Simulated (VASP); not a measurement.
Here is a VASP 6.6.1 calculation.

POSCAR

```
CaS
1.0
    2.6896950033      2.6896950033      0.0000000000
   -2.6896950033      2.6896950033      0.0000000000
    0.0000000000      2.6896950033      2.6896950033
Ca S
1 1
Direct
    0.0000000000      0.0000000000      0.0000000000
    0.5000000000      0.5000000000      0.0000000000
```

The input INCAR.step1:

```
  ALGO = Normal
  EDIFF = 1E-5
  ENCUT = 550
  GGA = PE
  GGA_COMPAT = F
  ISMEAR = 0
  LASPH = T
  LCHARG = F
  LREAL = F
  LWAVE = T
  NBANDS = 15
  NELM = 120
  PREC = Accurate
  SIGMA = 0.01
```

Contents of INCAR.step2:

```
  ALGO = Normal
  EDIFF = 1E-6
  ENCUT = 550
  GGA_COMPAT = F
  ISIF = 2
  ISMEAR = 0
  ISTART = 1
  LASPH = T
  LCHARG = T
  LELF = T
  LMIXTAU = T
  LREAL = F
  LVHAR = T
  LWAVE = F
  METAGGA = R2SCAN
  NBANDS = 15
  NELM = 120
  PREC = Accurate
  SIGMA = 0.01
```

KPOINTS

```
k-points
0
Gamma
  8 8 8
```

Potentials or basis: VASP PAW PBE potentials, release 64 (Ca_sv, S).

The run is started by

```bash
$ cat potpaw_PBE.64/Ca_sv/POTCAR potpaw_PBE.64/S/POTCAR > POTCAR
$ cp INCAR.step1 INCAR
$ mpirun -np 1 vasp_std > vasp.out
$ cp INCAR.step2 INCAR
$ mpirun -np 1 vasp_std > vasp.out
```

(1) What does it give for the pressure?

(2) Predict the band gap on the k mesh.

## Answers

(1) 15.6 GPa.

(2) 2.30 eV, indirect (least direct gap 3.24 eV).

Caveat: the PAW data sets were made with another functional, which shifts forces and pressure a little.
